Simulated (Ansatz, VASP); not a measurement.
## One calculation of AlN, two programs

INCAR

```
SYSTEM = AlN
PREC     = Accurate       ! precision mode
ENCUT    = 520            ! plane-wave cutoff, eV
EDIFF    = 1E-7           ! SCF threshold, eV
ISMEAR   = 0              ! smearing method
SIGMA    = 0.01           ! smearing width, eV
LREAL    = .FALSE.        ! projectors in reciprocal space
LASPH    = .TRUE.         ! aspherical terms in the spheres
NELM     = 60             ! most SCF steps
ALGO     = Normal         ! electronic algorithm
ISIF     = 2              ! what is computed and relaxed
LWAVE    = .FALSE.        ! write WAVECAR
LCHARG   = .FALSE.        ! write CHGCAR
GGA      = PE             ! functional
NBANDS   = 26             ! bands
```

The input KPOINTS:

```
regular mesh
0
G
  9 9 2
  0 0 0
```

File POSCAR:

```
AlN
1.0
    3.0569814046      0.0000000000      0.0000000000
   -1.5284907023      2.6474235552      0.0000000000
    0.0000000000      0.0000000000      9.9050151658
Al N
4 4
Direct
    0.0000000000      0.0000000000     -0.0012519071
    0.3333333333      0.6666666667      0.2498316789
    0.0000000000      0.0000000000      0.4987480929
    0.6666666667      0.3333333333      0.7498316789
    0.0000000000      0.0000000000      0.1882172311
    0.3333333333      0.6666666667      0.4382029971
    0.0000000000      0.0000000000      0.6882172311
    0.6666666667      0.3333333333      0.9382029971
```

Input for Ansatz:

```yaml
crystal:
  lattice:
    - [3.0569814046, 0.0, 0.0]
    - [-1.5284907023, 2.6474235552, 0.0]
    - [0.0, 0.0, 9.9050151658]
  atoms:
    - { symbol: Al, position: [0.0, 0.0, -0.0012519071] }
    - { symbol: Al, position: [0.3333333333, 0.6666666667, 0.2498316789] }
    - { symbol: Al, position: [0.0, 0.0, 0.4987480929] }
    - { symbol: Al, position: [0.6666666667, 0.3333333333, 0.7498316789] }
    - { symbol: "N", position: [0.0, 0.0, 0.1882172311] }
    - { symbol: "N", position: [0.3333333333, 0.6666666667, 0.4382029971] }
    - { symbol: "N", position: [0.0, 0.0, 0.6882172311] }
    - { symbol: "N", position: [0.6666666667, 0.3333333333, 0.9382029971] }
kpoints:
  mp_grid: { grid: [9, 9, 2] }
hamiltonian:
  xc: pbe
scf:
  occupations: { method: fixed }
  n_extra_bands: 6
output:
  forces: true
  stress: true
  eigenvalues: true
```

Alike in both runs: task single point; functional PBE; k mesh 9 × 9 × 2; no spin polarisation.

```csv
,VASP,Ansatz
version,VASP 6.6.1,Ansatz 0.2.0
potentials or method,"VASP PAW PBE potentials, release 64 (Al, N)","plane waves, PAW"
plane-wave cutoff (eV),520,420
occupations,"gaussian, width 0.01 eV",fixed
valence electrons in the cell,32,32
```

Ansatz gave:

| Quantity | Value |
| --- | --- |
| gap on the k mesh at the Fermi level (eV) | 4.22 |
| pressure (GPa) | 13.5 |
| traceless stress, the component that is largest in VASP (GPa) | -0.28 |
| rms of the force components (eV/Å) | 0.007 |

Question: Which values does VASP return?

Answer: gap on the k mesh at the Fermi level (eV): 4.22; pressure (GPa): 13.3; traceless stress, the component that is largest in VASP (GPa): -0.26; rms of the force components (eV/Å): 0.007.

Atom by atom the forces differ by 0.000 eV/Å (rms over components).
